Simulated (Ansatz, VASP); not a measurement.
**TiCo in VASP and in Ansatz**

The input INCAR:

```
  PREC = Accurate
  ENCUT = 520
  EDIFF = 1E-6
  ISMEAR = 0
  SIGMA = 0.1
  LREAL = False
  LASPH = True
  NELM = 150
  ALGO = Fast
  ISIF = 2
  LWAVE = False
  LCHARG = False
  ISPIN = 2
  MAGMOM = 0 1.09
  LORBIT = 11
  LMAXMIX = 4
  GGA = PE
  NBANDS = 22
```

Contents of KPOINTS:

```
regular mesh
0
Gamma
  14 14 14
```

POSCAR

```
TiCo
1.0
    3.0151494834      0.0000000000      0.0000000000
    0.0000000000      3.0151494834      0.0000000000
    0.0000000000      0.0000000000      3.0151494834
Ti Co
1 1
Direct
    0.0000000000      0.0000000000      0.0000000000
    0.5000000000      0.5000000000      0.5000000000
```

Input for Ansatz:

```yaml
crystal:
  lattice:
    - [3.0151494834, 0.0, 0.0]
    - [0.0, 3.0151494834, 0.0]
    - [0.0, 0.0, 3.0151494834]
  atoms:
    - { symbol: Ti, position: [0.0, 0.0, 0.0] }
    - { symbol: Co, position: [0.5, 0.5, 0.5], spin: 1.09 }
basis:
  ecutwfc: 420
kpoints:
  mp_grid: { grid: [14, 14, 14] }
hamiltonian:
  xc: pbe
scf:
  occupations: { method: gaussian, width: 0.1 }
output:
  forces: true
  stress: true
  eigenvalues: true
  populations: true
  write_density: true
  write_potential: true
  elf: true
  volumetric_format: npy
magnetization:
  spin_polarized: true
```

Alike in both runs: task single point; functional PBE; k mesh 14 × 14 × 14; occupations gaussian, width 0.1 eV; collinear spin.

|  | VASP | Ansatz |
| --- | --- | --- |
| version | VASP 6.6.1 | Ansatz 0.2.0 |
| potentials or method | VASP PAW PBE potentials, release 64 (Ti_sv, Co), cutoff 520 eV | scalar-relativistic, plane waves, PAW |
| valence electrons in the cell | 21 | 29 |

```csv
,VASP,Ansatz,Ansatz less VASP
gap on the k mesh at the Fermi level (eV),none,none,-
pressure (GPa),-5.3,-4.6,+0.69
net moment per atom (μB),0.45,0.45,+0.003
size of the moment on the site where the two differ most (μB),1.01,1.04,+0.030
```

Site moments also hang on the region over which each program counts them. A gap of «none» marks a metal or a gap that the smearing closes. With one functional, cell and mesh, what is left measures potentials, basis and numerics. VASP's potentials hold 21 valence electrons a cell and Ansatz's 29, so a difference there can come from the potentials and not from the codes.
